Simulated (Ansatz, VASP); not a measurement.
## Two plane-wave programs on GaF

File POSCAR:

```
GaF
1.0
    3.1659200000      0.0000000000      0.0000000000
    0.0000000000      3.1659200000      0.0000000000
    0.0000000000      0.0000000000      3.1659200000
Ga F
1 1
Direct
    0.0000000000      0.0000000000      0.0000000000
    0.5000000000      0.5000000000      0.5000000000
```

File INCAR.step1:

```
ALGO     = Normal         # electronic algorithm
EDIFF    = 1E-5           # SCF threshold, eV
ENCUT    = 520            # plane-wave cutoff, eV
GGA      = PE             # functional
GGA_COMPAT= False        
ISIF     = 2              # what is computed and relaxed
ISMEAR   = -1             # smearing method
LASPH    = True           # aspherical terms in the spheres
LCHARG   = False          # write CHGCAR
LORBIT   = 11             # projections on sites
LORBMOM  = True         
LREAL    = False          # projectors in reciprocal space
LSORBIT  = True           # spin-orbit coupling
LWAVE    = True           # write WAVECAR
MAGMOM   = 0 0 0 0 0 0    # initial moments
NBANDS   = 32             # bands
NELM     = 150            # most SCF steps
PREC     = Accurate       # precision mode
SIGMA    = 0.05           # smearing width, eV
```

The input INCAR.step2:

```
ALGO     = Normal         # electronic algorithm
EDIFF    = 1E-7           # SCF threshold, eV
ENCUT    = 520            # plane-wave cutoff, eV
GGA      = PE             # functional
GGA_COMPAT= False        
HFSCREEN = 0.2079         # screening, 1/A
ISIF     = 2              # what is computed and relaxed
ISMEAR   = -1             # smearing method
ISTART   = 1            
LASPH    = True           # aspherical terms in the spheres
LCHARG   = False          # write CHGCAR
LHFCALC  = True           # exact exchange
LORBIT   = 11             # projections on sites
LORBMOM  = True         
LREAL    = False          # projectors in reciprocal space
LSORBIT  = True           # spin-orbit coupling
LWAVE    = False          # write WAVECAR
MAGMOM   = 0 0 0 0 0 0    # initial moments
NBANDS   = 32             # bands
NELM     = 150            # most SCF steps
PREC     = Accurate       # precision mode
PRECFOCK = Normal       
SIGMA    = 0.05           # smearing width, eV
```

KPOINTS

```
k-points
0
Gamma
  4 4 4
```

Contents of input:

```
crystal:
  lattice:
    - [3.16592, 0.0, 0.0]
    - [0.0, 3.16592, 0.0]
    - [0.0, 0.0, 3.16592]
  atoms:
    - { symbol: Ga, position: [0.0, 0.0, 0.0] }
    - { symbol: F, position: [0.5, 0.5, 0.5] }
hamiltonian:
  xc: hse06
  pseudopotentials: { kind: paw_fr }
magnetization:
  noncollinear: true
  spin_orbit: true
kpoints:
  mp_grid: { grid: [4, 4, 4] }
scf:
  occupations: { method: fermi_dirac, width: 0.05 }
output:
  forces: true
  stress: true
  eigenvalues: true
```

Alike in both runs: task single point; functional HSE06; k mesh 4 × 4 × 4; occupations fermi-dirac, width 0.05 eV; non-collinear spin, spin-orbit coupling.

```csv
,VASP,Ansatz
version,VASP 6.6.1,Ansatz 0.2.0
potentials or method,"VASP PAW PBE potentials, release 64 (Ga_d, F)",Ansatz PAW
plane-wave cutoff (eV),520,420
valence electrons in the cell,20,20
```

|  | VASP | Ansatz | Ansatz less VASP |
| --- | --- | --- | --- |
| pressure (GPa) | 0.2 | 0.2 | +0.05 |

The functional is the same, so the differences come from potentials, cutoffs and numerics.

The k mesh is coarse, so the values compare programs but aren't converged.
